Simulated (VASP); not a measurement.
Input of a VASP 6.6.1 run:

POSCAR

```
Al
1.0
   -0.8419674075      1.6839348149      1.6839348149
    1.6839348149     -0.8419674075      1.6839348149
    1.6839348149      1.6839348149     -0.8419674075
Al
1
Direct
    0.0000000000      0.0000000000      0.0000000000
```

INCAR.step1

```
SYSTEM = Al
ALGO     = Normal         ! electronic algorithm
EDIFF    = 1E-4           ! SCF threshold, eV
ENCUT    = 520            ! plane-wave cutoff, eV
GGA      = PE             ! functional
ISMEAR   = 0              ! smearing method
LASPH    = .TRUE.         ! aspherical terms in the spheres
LCHARG   = .FALSE.        ! write CHGCAR
LREAL    = .FALSE.        ! projectors in reciprocal space
LWAVE    = .TRUE.         ! write WAVECAR
NBANDS   = 8              ! bands
NELM     = 100            ! most SCF steps
PREC     = Accurate       ! precision mode
SIGMA    = 0.15           ! smearing width, eV
```

File INCAR.step2:

```
SYSTEM = Al
ALGO     = Normal         ! electronic algorithm
EDIFF    = 1E-6           ! SCF threshold, eV
ENCUT    = 520            ! plane-wave cutoff, eV
ISIF     = 2              ! what is computed and relaxed
ISMEAR   = 0              ! smearing method
ISTART   = 1            
LASPH    = .TRUE.         ! aspherical terms in the spheres
LCHARG   = .FALSE.        ! write CHGCAR
LMIXTAU  = .TRUE.       
LREAL    = .FALSE.        ! projectors in reciprocal space
LWAVE    = .FALSE.        ! write WAVECAR
METAGGA  = R2SCAN         ! meta-GGA
NBANDS   = 8              ! bands
NELM     = 100            ! most SCF steps
PREC     = Accurate       ! precision mode
SIGMA    = 0.15           ! smearing width, eV
```

File KPOINTS:

```
k-points
0
G
  24 24 24
  0 0 0
```

Potentials or basis: VASP PAW PBE potentials, release 64 (Al).

Launch:

```bash
$ cat potpaw_PBE.64/Al/POTCAR > POTCAR
$ cp INCAR.step1 INCAR
$ mpirun -np 1 vasp_std > vasp.out
$ cp INCAR.step2 INCAR
$ mpirun -np 1 vasp_std > vasp.out
```

(1) What does it give for the pressure?

## Answers

(1) 19.2 GPa.

Caveat: the PAW data sets were made with another functional, which shifts forces and pressure a little.
